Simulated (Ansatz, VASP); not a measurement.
TePb4Se3: VASP beside Ansatz

```
CELL_PARAMETERS angstrom
4.46928 0.00000 0.00000
0.00000 4.46928 0.00000
0.00000 0.00000 12.61040
ATOMIC_POSITIONS crystal
Te 0.00000 0.00000 0.00000
Pb 0.00000 0.00000 0.74250
Pb 0.50000 0.50000 0.00000
Pb 0.00000 0.00000 0.25750
Pb 0.50000 0.50000 0.50000
Se 0.50000 0.50000 0.25227
Se 0.00000 0.00000 0.50000
Se 0.50000 0.50000 0.74773
```

Alike in both runs: task single point; functional PBE; k mesh 4 × 4 × 2; occupations gaussian, width 0.1 eV; no spin polarisation.

|  | VASP | Ansatz |
| --- | --- | --- |
| version | VASP 6.6.1 | Ansatz 0.2.0 |
| potentials or method | VASP PAW PBE potentials, release 64 (Te, Pb_d, Se), cutoff 520 eV | scalar-relativistic, plane waves, PAW |
| valence electrons in the cell | 80 | 120 |

```csv
,VASP,Ansatz,Ansatz less VASP
gap on the k mesh at the Fermi level (eV),0.27,0.27,-0.004
least direct gap on the mesh (eV),0.27,0.27,-0.004
pressure (GPa),0.0,0.0,+0.02
```

The functional is the same, so the differences come from potentials, cutoffs and numerics. VASP's potentials hold 80 valence electrons a cell and Ansatz's 120, so a difference there can come from the potentials and not from the codes.

Spin-orbit coupling is off throughout.
